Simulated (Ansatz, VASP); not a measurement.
**One calculation of Pb, two programs**

```
Pb
1.0
     0.00000    2.52356    2.52356
     2.52356    0.00000    2.52356
     2.52356    2.52356    0.00000
Pb
1
Direct
  0.00000 0.00000 0.00000
```

Alike in both runs: task single point; functional HSE06; k mesh 6 × 6 × 6; occupations fermi-dirac, width 0.05 eV; no spin polarisation.

|  | VASP | Ansatz |
| --- | --- | --- |
| version | VASP 6.6.1 | Ansatz 0.2.0 |
| potentials or method | VASP PAW PBE potentials, release 64 (Pb_d) | Ansatz PAW |
| plane-wave cutoff (eV) | 520 | 420 |
| valence electrons in the cell | 14 | 14 |

|  | VASP | Ansatz | Ansatz less VASP |
| --- | --- | --- | --- |
| gap on the k mesh at the Fermi level (eV) | none | none | - |
| pressure (GPa) | -0.7 | -0.7 | +0.03 |

A gap of «none» marks a metal or a gap that the smearing closes.

Neither program's run includes spin-orbit coupling.
